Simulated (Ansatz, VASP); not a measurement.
# Two plane-wave programs on SrTiO3

The input INCAR:

```
ALGO = Normal
EDIFF = 1E-6
ENCUT = 520
GGA = PE
ISIF = 2
ISMEAR = 0
LASPH = True
LCHARG = False
LREAL = False
LWAVE = False
NBANDS = 28
NELM = 100
PREC = Accurate
SIGMA = 0.05
```

File KPOINTS:

```
k-points
0
Gamma
  6 6 6
```

The input POSCAR:

```
SrTiO3
1.0
    3.8832652937      0.0000000000      0.0000000000
    0.0000000000      3.8832652937      0.0000000000
    0.0000000000      0.0000000000      3.8832652937
Sr Ti O
1 1 3
Direct
    0.5000000000      0.5000000000      0.5000000000
    0.0000000000      0.0000000000      0.0000000000
    0.5000000000      0.0000000000      0.0000000000
    0.0000000000      0.5000000000      0.0000000000
    0.0000000000      0.0000000000      0.5000000000
```

Input for Ansatz:

```yaml
crystal:
  lattice:
    - [3.8832652937, 0.0, 0.0]
    - [0.0, 3.8832652937, 0.0]
    - [0.0, 0.0, 3.8832652937]
  atoms:
    - { symbol: Sr, position: [0.5, 0.5, 0.5] }
    - { symbol: Ti, position: [0.0, 0.0, 0.0] }
    - { symbol: O, position: [0.5, 0.0, 0.0] }
    - { symbol: O, position: [0.0, 0.5, 0.0] }
    - { symbol: O, position: [0.0, 0.0, 0.5] }
basis:
  ecutwfc: 420
  ecutrho_ratio: 4
kpoints:
  mp_grid: { grid: [6, 6, 6] }
hamiltonian:
  xc: pbe
scf:
  occupations: { method: gaussian, width: 0.05 }
output:
  forces: true
  stress: true
  eigenvalues: true
```

Alike in both runs: task single point; functional PBE; k mesh 6 × 6 × 6; occupations gaussian, width 0.05 eV; no spin polarisation.

```csv
,VASP,Ansatz
version,VASP 6.6.1,Ansatz 0.2.0
potentials or method,"VASP PAW PBE potentials, release 64 (Sr_sv, Ti_sv, O), cutoff 520 eV","scalar-relativistic, plane waves, PAW"
valence electrons in the cell,40,40
```

```csv
,VASP,Ansatz,Ansatz less VASP
gap on the k mesh at the Fermi level (eV),1.89,1.92,+0.033
least direct gap on the mesh (eV),2.23,2.25,+0.022
pressure (GPa),8.3,7.6,-0.68
```
